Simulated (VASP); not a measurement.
# NbP (I4_1md) in VASP: relaxation of cell and atoms with PBE

Aim: the relaxation of cell and atoms of NbP with PBE.

Everything below comes from runs of VASP 6.6.1. Logs are shortened: lines on timing, memory, paths and dates and some standing lists are left out, and cuts for length are marked.

**1. The cell of the first run**

The structure is tetragonal, space group I4_1md (No. 109). Conventional cell: a = 3.350 Å, b = 3.350 Å, c = 11.480 Å, α = 90.00°, β = 90.00°, γ = 90.00°. Nb (site symmetry 2mm) has 6 P at 2.55 Å and 8 Nb at 3.32 to 3.35 Å within 3.4 Å. P (site symmetry 2mm) has 6 Nb at 2.55 Å and 8 P at 3.32 to 3.35 Å within 3.4 Å.

**2. Relaxation of cell and atoms, PBE**

INCAR reads:

```
SYSTEM = NbP
PREC = Accurate
ENCUT = 600
EDIFF = 1E-7
ISMEAR = -1
SIGMA = 0.02
LREAL = .False.
LASPH = .True.
NELM = 60
ALGO = Normal
ISIF = 3
LWAVE = .False.
LCHARG = .False.
GGA = PE
IBRION = 2
NSW = 80
EDIFFG = -0.005
```

KPOINTS reads:

```
Automatic mesh
0
Gamma
  10 10 10
  0 0 0
```

POSCAR reads:

```
NbP
1.0
   -1.6749232544      1.6749232544      5.7401081759
    1.6749232544     -1.6749232544      5.7401081759
    1.6749232544      1.6749232544     -5.7401081759
Nb P
2 2
Direct
    0.7498808000      0.7498808000      0.0000000000
    0.4998808000      0.9998808000      0.5000000000
    0.3327477700      0.3327477700      0.0000000000
    0.0827477800      0.5827477800      0.5000000000
```

Potentials or basis: VASP PAW PBE potentials, release 64 (Nb_sv, P).

The run is started by

```
$ cat potpaw_PBE.64/Nb_sv/POTCAR potpaw_PBE.64/P/POTCAR > POTCAR
$ mpirun -np 1 vasp_std > vasp.out
```

OUTCAR:

```text
SYSTEM = NbP
   PREC = Accurate
   ENCUT = 600
   EDIFF = 1E-7
   ISMEAR = -1
   LREAL = .False.
   LASPH = .True.
   NELM = 60
   ISIF = 3
   GGA = PE
   IBRION = 2
   NSW = 80
   EDIFFG = -0.005

 ion  position               nearest neighbor table
   1  0.750  0.750  0.000-   4 2.55   4 2.55   3 2.55   3 2.55   3 2.55   3 2.55
   2  0.500  1.000  0.500-   3 2.55   3 2.55   4 2.55   4 2.55   4 2.55   4 2.55
   3  0.333  0.333  0.000-   2 2.55   2 2.55   1 2.55   1 2.55   1 2.55   1 2.55
   4  0.083  0.583  0.500-   1 2.55   1 2.55   2 2.55   2 2.55   2 2.55   2 2.55

  LATTYP: Found a body centered tetragonal cell.
 ALAT       =     3.3498465088
 C/A-ratio  =     3.4270872775

  Lattice vectors:

 A1 = (  -1.6749232544,   1.6749232544,   5.7401081759)
 A2 = (   1.6749232544,  -1.6749232544,   5.7401081759)
 A3 = (   1.6749232544,   1.6749232544,  -5.7401081759)

Analysis of symmetry for initial positions (statically):
=====================================================================
 Subroutine PRICEL returns:
 Original cell was already a primitive cell.

 Routine SETGRP: Setting up the symmetry group for a
 body centered tetragonal supercell.

 Subroutine GETGRP returns: Found  8 space group operations
 (whereof  4 operations were pure point group operations)
 out of a pool of 16 trial point group operations.

The static configuration has the point symmetry C_2v.
 The point group associated with its full space group is C_4v.

Analysis of symmetry for dynamics (positions and initial velocities):
=====================================================================
 Subroutine PRICEL returns:
 Original cell was already a primitive cell.

 Routine SETGRP: Setting up the symmetry group for a
 body centered tetragonal supercell.

 Subroutine GETGRP returns: Found  8 space group operations
 (whereof  4 operations were pure point group operations)
 out of a pool of 16 trial point group operations.

The dynamic configuration has the point symmetry C_2v.
 The point group associated with its full space group is C_4v.

 Subroutine INISYM returns: Found  8 space group operations
 (whereof  4 operations are pure point group operations),
 and found     1 'primitive' translations

----------------------------------------------------------------------------------------

                                     Primitive cell

  volume of cell :      64.4125

  direct lattice vectors                    reciprocal lattice vectors
    -1.674923254  1.674923254  5.740108176     0.000000000  0.298521140  0.087106372
     1.674923254 -1.674923254  5.740108176     0.298521140  0.000000000  0.087106372
     1.674923254  1.674923254 -5.740108176     0.298521140  0.298521140  0.000000000

  length of vectors
     6.209635874  6.209635874  6.209635874     0.310970081  0.310970081  0.422172645

  position of ions in fractional coordinates (direct lattice)
     0.749880800  0.749880800  0.000000000
     0.499880800  0.999880800  0.500000000
     0.332747770  0.332747770  0.000000000
     0.082747780  0.582747780  0.500000000

  ion indices of the primitive-cell ions
   primitive index   ion index
                 1           1
                 2           2
                 3           3
                 4           4

----------------------------------------------------------------------------------------

 KPOINTS: Automatic mesh

Automatic generation of k-mesh.
 Grid dimensions read from file:
 generate k-points for:   10   10   10

 Generating k-lattice:

  Cartesian coordinates                     Fractional coordinates (reciprocal lattice)
     0.000000000  0.029852114  0.008710637     0.100000000  0.000000000 -0.000000000
     0.029852114  0.000000000  0.008710637     0.000000000  0.100000000 -0.000000000
     0.029852114  0.029852114  0.000000000     0.000000000  0.000000000  0.100000000

  Length of vectors
     0.031097008  0.031097008  0.042217265

  Shift w.r.t. Gamma in fractional coordinates (k-lattice)
     0.000000000  0.000000000  0.000000000

 Subroutine IBZKPT returns following result:
 ===========================================

 Found    102 irreducible k-points:

 Following reciprocal coordinates:
            Coordinates               Weight
  0.000000  0.000000  0.000000      1.000000
  0.100000 -0.000000  0.000000      8.000000
  0.200000 -0.000000  0.000000      8.000000
  0.300000 -0.000000  0.000000      8.000000
  0.400000 -0.000000  0.000000      8.000000
  0.500000 -0.000000  0.000000      4.000000
[... 16 lines left out ...]
  0.300000  0.300000  0.000000      8.000000
  0.400000  0.300000  0.000000     16.000000
 [... further k-points ...]
   k-points           NKPTS =    102   k-points in BZ     NKDIM =    102   number of bands    NBANDS=     22
   number of dos      NEDOS =    301   number of ions     NIONS =      4
   total plane-waves  NPLWV = 125000
   dimension x,y,z NGX =    50 NGY =   50 NGZ =   50
   dimension x,y,z NGXF=   100 NGYF=  100 NGZF=  100
   ions per type =               2   2
   NGX,Y,Z   is equivalent  to a cutoff of  13.39, 13.39, 13.39 a.u.
   NGXF,Y,Z  is equivalent  to a cutoff of  26.77, 26.77, 26.77 a.u.
 SYSTEM =  NbP
   PREC   = accura    normal or accurate (medium, high low for compatibility)
   ISTART =      0    job   : 0-new  1-cont  2-samecut
   ICHARG =      2    charge: 1-file 2-atom 10-const
   ISPIN  =      1    spin polarized calculation?
   LNONCOLLINEAR =      F non collinear calculations
   LSORBIT =      F    spin-orbit coupling
   LASPH  =      T    aspherical Exc in radial PAW
   ENCUT  =  600.0 eV  44.10 Ry    6.64 a.u.  12.40 12.40 12.40*2*pi/ulx,y,z
   NELM   =     60;   NELMIN=  2; NELMDL= -5     # of ELM steps
   EDIFF  = 0.1E-06   stopping-criterion for ELM
   LREAL  =      F    real-space projection
   EDIFFG = -.5E-02   stopping-criterion for IOM
   NSW    =     80    number of steps for IOM
   IBRION =      2    ionic relax: 0-MD 1-quasi-New 2-CG
   NFREE  =      1    steps in history (QN), initial steepest desc. (CG)
   ISIF   =      3    stress and relaxation
   ISYM   =      2    0-nonsym 1-usesym 2-fastsym
   POTIM  = 0.5000    time-step for ionic-motion
   TEBEG  =    0.0;   TEEND  =   0.0 temperature during run
   PSTRESS=    0.0 pullay stress
   NELECT =      36.0000    total number of electrons
   NUPDOWN=      -1.0000    fix difference up-down
   EMIN   =  10.00;   EMAX   =-10.00  energy-range for DOS
   EFERMI =   0.00;   METHOD = LEGACY
   ISMEAR =    -1;   SIGMA  =   0.02  broadening in eV -4-tet -1-fermi 0-gaus
   EFERMI_NEDOS =   21; number of points for ismear=-14 and -15
   IALGO  =     38    algorithm
   IMIX   =      4    mixing-type and parameters
     AMIX     =   0.40;   BMIX     =  1.00
     AMIX_MAG =   1.60;   BMIX_MAG =  1.00
  volume/ion in A,a.u.               =      16.10       108.67
  Fermi-wavevector in a.u.,A,eV,Ry     =   1.348504  2.548304 24.741706  1.818464
  Thomas-Fermi vector in A             =   2.476168
   LORBIT       =      0    0 simple, 1 ext, 2 COOP (PROOUT), +10 PAW based schemes
   GGA     = PE    functional components
   LHFCALC =     F    Hartree Fock is set to
   AEXX    =    0.0000 exact exchange contribution
   IVDW    =     0    specifies the selected vdW correction
   LEPSILON=     F    determine dielectric tensor
   LRPA    =     F    only Hartree local field effects (RPA)
 conjugate gradient relaxation of ions
 non-spin polarized calculation
  energy-cutoff  :      600.00
  volume of cell :       64.41
 maximum number of plane-waves:      2180
 NGX is ok and might be reduce to    50
   NGX = 25   NGY = 25   NGZ = 25

--------------------------------------- Ionic step        1  -------------------------------------------

 number of electron      35.9999999 magnetization

 Free energy of the ion-electron system (eV)
  ---------------------------------------------------
  ext. energy  EPLUGINS =         0.00000000
  ---------------------------------------------------
  free energy    TOTEN  =       -35.31149043 eV

  energy without entropy =      -35.31047706  energy(sigma->0) =      -35.31098374

------------------------ aborting loop because EDIFF is reached ----------------------------------------

  FORCE on cell =-STRESS in cart. coord.  units (eV):
  Direction    XX          YY          ZZ          XY          YZ          ZX
  --------------------------------------------------------------------------------------
  -------------------------------------------------------------------------------------
  Total       -0.5658008     -0.5658008     -0.5908670      0.0000000      0.0000000      0.0000000
  in kB      -14.0735682    -14.0735682    -14.6970574      0.0000000      0.0000000      0.0000000
  external PRESSURE =     -14.2813979 kB  Pullay stress =       0.0000000 kB

 VOLUME and BASIS-vectors are now :
 -----------------------------------------------------------------------------
  energy-cutoff  :      600.00
  volume of cell :       64.41
      direct lattice vectors                 reciprocal lattice vectors
    -1.674923254  1.674923254  5.740108176     0.000000000  0.298521140  0.087106372
     1.674923254 -1.674923254  5.740108176     0.298521140  0.000000000  0.087106372
     1.674923254  1.674923254 -5.740108176     0.298521140  0.298521140  0.000000000
[... 153 lines left out ...]
 POSITION                                       TOTAL-FORCE (eV/Angst)
 -----------------------------------------------------------------------------------
      0.00000      0.00000      8.57624         0.000000     -0.000000      0.006060
      1.67163      0.00000      5.71731        -0.000000      0.000000      0.006060
      1.67163      1.67163     -1.91347        -0.000000      0.000000     -0.006060
      1.67163     -0.00000      0.94546         0.000000     -0.000000     -0.006060
 -----------------------------------------------------------------------------------
    total drift:                               -0.000000     -0.000000      0.000389

  FREE ENERGIE OF THE ION-ELECTRON SYSTEM (eV)
  ---------------------------------------------------
  free  energy   TOTEN  =       -35.3137824406 eV

  energy  without entropy=      -35.3127328142  energy(sigma->0) =      -35.31325763

--------------------------------------- Ionic step        6  -------------------------------------------

 number of electron      35.9999999 magnetization

 Free energy of the ion-electron system (eV)
  ---------------------------------------------------
  ext. energy  EPLUGINS =         0.00000000
  ---------------------------------------------------
  free energy    TOTEN  =       -35.31378541 eV

  energy without entropy =      -35.31273607  energy(sigma->0) =      -35.31326074

 E-fermi :  10.6627     XC(G=0): -12.0268

 val. band max:       10.6271309693   @ k =  -0.2000   0.3000   0.2000
 cond. band min:      10.6673047558   @ k =  -0.3000   0.5000   0.3000
 fundamental gap:      0.0401737865
 Fermi energy:        10.6626568948

 k-point     1 :       0.0000    0.0000    0.0000
  band No.  band energies     occupation
      1     -44.2663      2.00000
      2     -44.2278      2.00000
      3     -20.5347      2.00000
      4     -20.3308      2.00000
      5     -20.3308      2.00000
      6     -20.1870      2.00000
[... 14 lines left out ...]
     21      13.3426      0.00000
     22      13.8199      0.00000
[... 552 lines left out ...]
  band No.  band energies     occupation
      1     -44.2243      2.00000
      2     -44.2154      2.00000
      3     -20.5725      2.00000
      4     -20.4988      2.00000
      5     -20.4050      2.00000
      6     -20.3466      2.00000
[... 14 lines left out ...]
     21      13.5468      0.00000
     22      13.7746      0.00000

 [... further k-points ...]
[... 5 lines left out ...]
  --------------------------------------------------------------------------------------
  -------------------------------------------------------------------------------------
  Total        0.0020514      0.0020514     -0.0019569      0.0000000      0.0000000      0.0000000
  in kB        0.0514267      0.0514267     -0.0490584      0.0000000      0.0000000      0.0000000
  external PRESSURE =       0.0179317 kB  Pullay stress =       0.0000000 kB

 VOLUME and BASIS-vectors are now :
 -----------------------------------------------------------------------------
  energy-cutoff  :      600.00
  volume of cell :       63.91
      direct lattice vectors                 reciprocal lattice vectors
    -1.671597535  1.671597535  5.718053728     0.000000000  0.299115062  0.087442340
     1.671597535 -1.671597535  5.718053728     0.299115062  0.000000000  0.087442340
     1.671597535  1.671597535 -5.718053728     0.299115062  0.299115062  0.000000000

 POSITION                                       TOTAL-FORCE (eV/Angst)
 -----------------------------------------------------------------------------------
      0.00000      0.00000      8.57686        -0.000000      0.000000     -0.001581
      1.67160     -0.00000      5.71783         0.000000     -0.000000     -0.001581
      0.00000      0.00000      3.80420        -0.000000      0.000000      0.001581
      1.67160      0.00000      0.94517         0.000000     -0.000000      0.001581
 -----------------------------------------------------------------------------------
    total drift:                               -0.000000     -0.000000      0.000643

  FREE ENERGIE OF THE ION-ELECTRON SYSTEM (eV)
  ---------------------------------------------------
  free  energy   TOTEN  =       -35.3137854125 eV

  energy  without entropy=      -35.3127360711  energy(sigma->0) =      -35.31326074

 reached required accuracy - stopping structural energy minimisation
```

It took 22 min on 1 thread of Oxide Virtual Turin-like, shared host; peak memory 0.42 GiB.

What came out:

```
Free energy                           : -35.3138 eV
Relaxed volume                        : 15.98 Å³/atom
Relaxed cell                          : a = 6.187 Å, b = 6.187 Å, c = 6.187 Å, α = 148.65°, β = 148.65°, γ = 44.92°
Space group after relaxing (to 0.1 Å) : I4_1md (No. 109)
Energy gained by relaxing             : 0.6 meV/atom
Ionic steps                           : 6
Pressure after relaxing               : 0.0 GPa
Band gap on the k mesh                : zero (bands 18 and 19 overlap by 0.15 eV)
```

Step by step:
| step | energy change (eV) | largest force (eV/Å) | pressure (GPa) | volume (Å³) |
| --- | --- | --- | --- | --- |
| 1 | 0.0000 | 0.0108 | -1.43 | 64.41 |
| 2 | 0.0044 | 0.0070 | 2.58 | 63.08 |
| 3 | -0.0022 | 0.0094 | 0.00 | 63.92 |
| 4 | -0.0023 | 0.0072 | 0.00 | 63.91 |
| 5 | -0.0023 | 0.0061 | 0.00 | 63.91 |
| 6 | -0.0023 | 0.0016 | 0.00 | 63.91 |

Final structure:
```cif
data_structure
_symmetry_space_group_name_H-M 'P 1'
_symmetry_Int_Tables_number 1
_cell_length_a 6.1875
_cell_length_b 6.1875
_cell_length_c 6.1875
_cell_angle_alpha 148.653
_cell_angle_beta 148.653
_cell_angle_gamma 44.923
_cell_volume 63.91
loop_
_atom_site_label
_atom_site_type_symbol
_atom_site_fract_x
_atom_site_fract_y
_atom_site_fract_z
_atom_site_occupancy
Nb1 Nb 0.74998 0.74998 0.00000 1
Nb2 Nb 0.49998 0.99998 0.50000 1
P1 P 0.33265 0.33265 0.00000 1
P2 P 0.08265 0.58265 0.50000 1
```

The gap in the log of VASP goes by the Fermi energy; the results here count the filled bands.